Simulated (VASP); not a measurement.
Si2Mo:

```
Mo Si
1.0
    -1.60000    1.60000    3.93050
     1.60000   -1.60000    3.93050
     1.60000    1.60000   -3.93050
Mo Si
1 2
Direct
  0.00000 0.00000 0.00000
  0.66700 0.66700 0.00000
  0.33300 0.33300 0.00000
```

Base run:

```yaml
Program: VASP 6.6.1
Functional: r2SCAN
Potentials_or_basis: VASP PAW PBE potentials, release 64 (Mo_sv, Si)
Cutoff: 520 eV
k_mesh: 12 × 12 × 12
Occupations: fermi-dirac, width 0.05 eV
Spin: no spin polarisation
```

Its results: band gap on the k mesh zero (band 11 reaches 12.78 eV, above the bottom of band 12 at 11.65 eV); pressure -1.0 GPa; largest force 0.348 eV/Å.

Problem. The run is repeated on the same cell with these changes: dispersion from none to D3(BJ). What comes out?

Solution. Band gap on the k mesh zero (band 11 reaches 12.78 eV, above the bottom of band 12 at 11.65 eV); pressure -4.3 GPa; largest force 0.349 eV/Å.

Dispersion adds attraction, which lowers the pressure at fixed volume and, as a term added to the energy, leaves the levels alone.

Caveats: the PAW data sets were made with another functional, which shifts forces and pressure a little; pairwise dispersion overbinds metals, which lowers pressure and volume (some runs).
